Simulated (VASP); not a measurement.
# Pd (Fm-3m) in VASP: settings compared, part 3 of 3

VASP 6.6.1.

## (5) Single point, HSE06

This run uses another cell than the first one, of 14.83 Å³/atom, 1.005 times its volume.

POSCAR

```
Pd
1.0
    0.0000000000      1.9499143541      1.9499143541
    1.9499143541      0.0000000000      1.9499143541
    1.9499143541      1.9499143541      0.0000000000
Pd
1
Direct
    0.0000000000      0.0000000000      0.0000000000
```

INCAR.step1

```
PREC     = Accurate       # precision mode
ENCUT    = 520            # plane-wave cutoff, eV
EDIFF    = 1E-5           # SCF threshold, eV
ISMEAR   = -1             # smearing method
SIGMA    = 0.05           # smearing width, eV
LREAL    = False          # projectors in reciprocal space
LASPH    = True           # aspherical terms in the spheres
NELM     = 60             # most SCF steps
ALGO     = Normal         # electronic algorithm
ISIF     = 2              # what is computed and relaxed
LWAVE    = True           # write WAVECAR
LCHARG   = False          # write CHGCAR
GGA      = PE             # functional
NBANDS   = 11             # bands
```

INCAR.step2

```
PREC     = Accurate       # precision mode
ENCUT    = 520            # plane-wave cutoff, eV
EDIFF    = 1E-6           # SCF threshold, eV
ISMEAR   = -1             # smearing method
SIGMA    = 0.05           # smearing width, eV
LREAL    = False          # projectors in reciprocal space
LASPH    = True           # aspherical terms in the spheres
NELM     = 60             # most SCF steps
ALGO     = Normal         # electronic algorithm
ISIF     = 2              # what is computed and relaxed
LWAVE    = False          # write WAVECAR
LCHARG   = False          # write CHGCAR
GGA      = PE             # functional
LHFCALC  = True           # exact exchange
HFSCREEN = 0.2079         # screening, 1/A
PRECFOCK = Normal       
ISTART   = 1            
NBANDS   = 11             # bands
```

KPOINTS

```
regular mesh
0
Gamma
  6 6 6
```

Potentials or basis: VASP PAW PBE potentials, release 64 (Pd).

Started as:

```bash
cat potpaw_PBE.64/Pd/POTCAR > POTCAR
cp INCAR.step1 INCAR
mpirun -np 1 vasp_std > vasp.out
cp INCAR.step2 INCAR
mpirun -np 1 vasp_std > vasp.out
```

OUTCAR:

```text
PREC = Accurate
   ENCUT = 520
   EDIFF = 1E-6
   ISMEAR = -1
   LREAL = False
   LASPH = True
   NELM = 60
   ISIF = 2
   GGA = PE
   LHFCALC = True
   HFSCREEN = 0.2079
   PRECFOCK = Normal
   ISTART = 1

 ion  position               nearest neighbor table
   1  0.000  0.000  0.000-

  LATTYP: Found a face centered cubic cell.
 ALAT       =     3.8998287082

  Lattice vectors:

 A1 = (   0.0000000000,   1.9499143541,   1.9499143541)
 A2 = (   1.9499143541,   0.0000000000,   1.9499143541)
 A3 = (   1.9499143541,   1.9499143541,   0.0000000000)

Analysis of symmetry for initial positions (statically):
[... 33 lines left out ...]
                                     Primitive cell

  volume of cell :      14.8278

  direct lattice vectors                    reciprocal lattice vectors
     0.000000000  1.949914354  1.949914354    -0.256421519  0.256421519  0.256421519
     1.949914354  0.000000000  1.949914354     0.256421519 -0.256421519  0.256421519
     1.949914354  1.949914354  0.000000000     0.256421519  0.256421519 -0.256421519

  length of vectors
     2.757595325  2.757595325  2.757595325     0.444135099  0.444135099  0.444135099

  position of ions in fractional coordinates (direct lattice)
     0.000000000  0.000000000  0.000000000

  ion indices of the primitive-cell ions
   primitive index   ion index
                 1           1

----------------------------------------------------------------------------------------

 KPOINTS: regular mesh

Automatic generation of k-mesh.
 Grid dimensions read from file:
 generate k-points for:    6    6    6

 Generating k-lattice:

  Cartesian coordinates                     Fractional coordinates (reciprocal lattice)
    -0.042736920  0.042736920  0.042736920     0.166666667  0.000000000  0.000000000
     0.042736920 -0.042736920  0.042736920     0.000000000  0.166666667  0.000000000
[... 77 lines left out ...]
   ENCUT4O =  -1.0   cutoff for four orbital integrals eV
   NKREDX  =     1    reduce k-point grid by
   NKREDY  =     1    reduce k-point grid by
   NKREDZ  =     1    reduce k-point grid by
   AEXX    =    0.2500 exact exchange contribution
   HFSCREEN=    0.2079 screening length (either q_TF or 0.3 A-1)
   HFSCREENC=   0.2079 screening length for correlation (either q_TF or 0.3 A-1)
   ENCUTFOCK=  -1.0 apply spherical cutoff to Coloumb kernel
   IVDW    =     0    specifies the selected vdW correction
   LEPSILON=     F    determine dielectric tensor
   LRPA    =     F    only Hartree local field effects (RPA)
 non-spin polarized calculation
  energy-cutoff  :      520.00
  volume of cell :       14.83
 maximum number of plane-waves:       411
 NGX is ok and might be reduce to    24
  NGX = 16; NGY = 16; NGZ = 16

 number of electron       9.9999999 magnetization

 Free energy of the ion-electron system (eV)
  ---------------------------------------------------
  ext. energy  EPLUGINS =         0.00000000
  ---------------------------------------------------
  free energy    TOTEN  =        -5.96378255 eV

  energy without entropy =       -5.94592353  energy(sigma->0) =       -5.95485304

 E-fermi :   8.8526     XC(G=0): -10.6999

 val. band max:        8.8336318169   @ k =   0.5000   0.1667   0.0000
 cond. band min:       9.0332112887   @ k =   0.3333   0.3333   0.0000
 fundamental gap:      0.1995794718
 Fermi energy:         8.8526361191

 k-point     1 :       0.0000    0.0000    0.0000
  band No.  band energies     occupation
      1       1.5206      2.00000
      2       5.6067      2.00000
      3       5.6067      2.00000
      4       5.6067      2.00000
      5       7.1416      2.00000
      6       7.1416      2.00000
      7      27.7351      0.00000
      8      32.6855      0.00000
      9      32.6855      0.00000
     10      32.6855      0.00000
     11      37.8026      0.00000
[... 197 lines left out ...]
 k-point    16 :      -0.3333    0.5000    0.1667
  band No.  band energies     occupation
      1       3.5904      2.00000
      2       4.0700      2.00000
      3       6.6217      2.00000
      4       7.5692      2.00000
      5       9.3423      0.00011
      6      16.7742      0.00000
      7      21.0083      0.00000
      8      21.4208      0.00000
      9      22.2472      0.00000
     10      34.4119      0.00000
     11      37.1526      0.00000

------------------------ aborting loop because EDIFF is reached ----------------------------------------

  FORCE on cell =-STRESS in cart. coord.  units (eV):
  Direction    XX          YY          ZZ          XY          YZ          ZX
  --------------------------------------------------------------------------------------
  -------------------------------------------------------------------------------------
  Total        0.0397373      0.0397373      0.0397373     -0.0000000     -0.0000000     -0.0000000
  in kB        4.2937116      4.2937116      4.2937116     -0.0000000     -0.0000000     -0.0000000
  external PRESSURE =       4.2937116 kB  Pullay stress =       0.0000000 kB

 VOLUME and BASIS-vectors are now :
 -----------------------------------------------------------------------------
  energy-cutoff  :      520.00
  volume of cell :       14.83
      direct lattice vectors                 reciprocal lattice vectors
     0.000000000  1.949914354  1.949914354    -0.256421519  0.256421519  0.256421519
     1.949914354  0.000000000  1.949914354     0.256421519 -0.256421519  0.256421519
     1.949914354  1.949914354  0.000000000     0.256421519  0.256421519 -0.256421519

 POSITION                                       TOTAL-FORCE (eV/Angst)
 -----------------------------------------------------------------------------------
      0.00000      0.00000      0.00000         0.000000      0.000000      0.000000
 -----------------------------------------------------------------------------------
    total drift:                                0.000174      0.000189      0.000154

  FREE ENERGIE OF THE ION-ELECTRON SYSTEM (eV)
  ---------------------------------------------------
  free  energy   TOTEN  =        -5.9637825478 eV

  energy  without entropy=       -5.9459235326  energy(sigma->0) =       -5.95485304
```

Wall time 4.7 min (1 thread of Intel Xeon Platinum 8488C (Sapphire Rapids), shared host); peak memory 0.24 GiB.

Results:

| Item | Value |
| --- | --- |
| Free energy | -5.9638 eV |
| Pressure | 0.4 GPa |
| Band gap on the k mesh | zero (band 5 reaches 9.37 eV, above the bottom of band 6 at 7.12 eV) |

Levels at points of the mesh, in eV from the Fermi level:
| k point | band 2 | band 3 | band 4 | band 5 | band 6 | band 7 | band 8 | band 9 |
| --- | --- | --- | --- | --- | --- | --- | --- | --- |
| (0.00, 0.00, 0.00) | -3.25 | -3.25 | -3.25 | -1.71 | -1.71 | 18.88 | 23.83 | 23.83 |
| (0.50, 0.00, 0.00) | -3.38 | -3.38 | -0.09 | -0.09 | 1.77 | 8.78 | 18.19 | 23.04 |
| (0.50, 0.50, 0.00) | -5.66 | -0.36 | 0.51 | 0.51 | 4.37 | 12.36 | 14.84 | 14.84 |

Caveat: the k points lie up to 0.47 Å⁻¹ apart; the PAW data sets were made with another functional, which shifts forces and pressure a little.

## (6) Single point, revPBE

This run uses another cell than the first one, of 11.80 Å³/atom, 0.800 times its volume.

INCAR

```
PREC = Accurate
ENCUT = 520
EDIFF = 1E-6
ISMEAR = 1
SIGMA = 0.15
LREAL = False
LASPH = True
NELM = 60
ALGO = Fast
ISIF = 2
LWAVE = False
LCHARG = False
GGA = RE
NBANDS = 11
```

KPOINTS

```
Automatic mesh
0
Gamma
  12 12 12
```

POSCAR

```
Pd
1.0
    0.0000000000      1.8069705329      1.8069705329
    1.8069705329      0.0000000000      1.8069705329
    1.8069705329      1.8069705329      0.0000000000
Pd
1
Direct
    0.0000000000      0.0000000000      0.0000000000
```

Potentials or basis: VASP PAW PBE potentials, release 64 (Pd).

Started as:

```bash
cat potpaw_PBE.64/Pd/POTCAR > POTCAR
mpirun -np 1 vasp_std > vasp.out
```

Wall time 4.9 s (1 thread of Intel Xeon 6975P-C (Granite Rapids), shared host); peak memory 0.12 GiB.

The run converged. Its results:

| Property | Result |
| --- | --- |
| Free energy | -3.9353 eV |
| Pressure | 92.3 GPa |
| Band gap on the k mesh | zero (band 5 reaches 14.60 eV, above the bottom of band 6 at 12.27 eV) |

Levels at points of the mesh, in eV from the Fermi level:
```tsv
k point	band 3	band 4	band 5	band 6	band 7	band 8
(0.00, 0.00, 0.00)	-4.03	-4.03	-1.72	-1.72	17.02	23.15
(0.50, 0.00, 0.00)	-4.13	0.01	0.01	0.58	9.44	16.47
(0.50, 0.50, 0.00)	-0.02	0.48	0.48	3.46	13.43	14.49
```

Caveat: the PAW data sets were made with another functional, which shifts forces and pressure a little.

## (7) Overview

| task | level | spin | cell | k mesh | cutoff (eV) | smearing | grid for exact exchange (PRECFOCK) | screening parameter | gap on the mesh (eV) | pressure (GPa) |
| --- | --- | --- | --- | --- | --- | --- | --- | --- | --- | --- |
| relaxation of cell and atoms | PBEsol+D3(BJ) | off | relaxed from a = 2.753 Å, angles 60.0°, 1 atom | 12 × 12 × 12 | 600 | fermi-dirac 0.05 eV | - | - | none | 0.0 |
| single point | revPBE | non-collinear, typed start | a = 2.753 Å, angles 60.0°, 1 atom | 12 × 12 × 12 | 520 | fermi-dirac 0.01 eV | - | - | none | 10.1 |
| single point | HSE06 | off | a = 2.753 Å, angles 60.0°, 1 atom | 6 × 6 × 6 | 520 | fermi-dirac 0.05 eV | Normal | 0.2079 1/Å | none | 1.4 |
| single point | HSE06 | off | a = 2.758 Å, angles 60.0°, 1 atom | 6 × 6 × 6 | 520 | fermi-dirac 0.05 eV | Normal | 0.2079 1/Å | none | 0.4 |
| single point | revPBE | off | a = 2.555 Å, angles 60.0°, 1 atom | 12 × 12 × 12 | 520 | methfessel-paxton 0.15 eV | - | - | none | 92.3 |

Alike in all rows: potentials or basis VASP PAW PBE potentials, release 64 (Pd).

Caveats: some runs use coarse meshes; the PAW data sets were made with another functional, which shifts forces and pressure a little; pairwise dispersion overbinds metals, which lowers pressure and volume (some runs).

Total energies depend on the potentials used, so only differences within one code and one set of settings carry meaning.
